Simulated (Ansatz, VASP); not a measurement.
## ZrTa3N4: VASP beside Ansatz

INCAR

```
PREC = Accurate ; ENCUT = 600
EDIFF = 1E-7 ; ISMEAR = 0
SIGMA = 0.15 ; LREAL = F
LASPH = T ; NELM = 100
ALGO = Normal ; ISIF = 3
LWAVE = F ; LCHARG = F
GGA = PE ; IBRION = 2
NSW = 36 ; EDIFFG = -0.08
```

The input KPOINTS:

```
regular mesh
0
Gamma
  3 3 3
```

Contents of POSCAR:

```
ZrTa3N4
1.0
    4.9073225500      0.0000000000      0.0000000000
    0.0000000000      4.9073225500      0.0000000000
    0.0000000000      0.0000000000      4.9073225500
Zr Ta N
1 3 4
Direct
    0.0000000000      0.0000000000      0.0000000000
    0.0000000000      0.5000000000      0.5000000000
    0.5000000000      0.0000000000      0.5000000000
    0.5000000000      0.5000000000      0.0000000000
    0.5000000000      0.0000000000      0.0000000000
    0.0000000000      0.5000000000      0.0000000000
    0.0000000000      0.0000000000      0.5000000000
    0.5000000000      0.5000000000      0.5000000000
```

Input for Ansatz:

```yaml
crystal:
  lattice:
    - [4.90732255, 0.0, 0.0]
    - [0.0, 4.90732255, 0.0]
    - [0.0, 0.0, 4.90732255]
  atoms:
    - { symbol: Zr, position: [0.0, 0.0, 0.0] }
    - { symbol: Ta, position: [0.0, 0.5, 0.5] }
    - { symbol: Ta, position: [0.5, 0.0, 0.5] }
    - { symbol: Ta, position: [0.5, 0.5, 0.0] }
    - { symbol: "N", position: [0.5, 0.0, 0.0] }
    - { symbol: "N", position: [0.0, 0.5, 0.0] }
    - { symbol: "N", position: [0.0, 0.0, 0.5] }
    - { symbol: "N", position: [0.5, 0.5, 0.5] }
basis:
  ecutwfc: 420
kpoints:
  mp_grid: { grid: [3, 3, 3] }
hamiltonian:
  xc: pbe
scf:
  occupations: { method: gaussian, width: 0.15 }
  lower_state_search: "off"
output:
  forces: true
  stress: true
  eigenvalues: true
relax:
  adjacent_minimum: "off"
  f_tol: 0.08
  max_steps: 16
  cell: { stress_tol: 0.8 }
```

Alike in both runs: task relaxation of cell and atoms; functional PBE; k mesh 3 × 3 × 3; occupations gaussian, width 0.15 eV; no spin polarisation.

```csv
,VASP,Ansatz
version,VASP 6.6.1,Ansatz 0.2.0
potentials or method,"VASP PAW PBE potentials, release 64 (Zr_sv, Ta_pv, N), cutoff 600 eV","scalar-relativistic, plane waves, PAW"
valence electrons in the cell,65,71
```

VASP gave:

- gap on the k mesh at the Fermi level, each at its own relaxed structure (eV): none
- relaxed volume (Å³/atom): 11.13
- relaxed cell length with the largest relative difference (Å): 4.466

Estimate Ansatz's values.

gap on the k mesh at the Fermi level, each at its own relaxed structure (eV): none; relaxed volume (Å³/atom): 11.12; relaxed cell length with the largest relative difference (Å): 4.464.

A gap of «none» marks a metal or a gap that the smearing closes. VASP's potentials hold 65 valence electrons a cell and Ansatz's 71, so a difference there can come from the potentials and not from the codes.

The k mesh is coarse, so the values compare programs but aren't converged. Neither program's run includes spin-orbit coupling. Noted on VASP's run: the volume moved by over 15 % at a fixed basis, so the end points are rough.
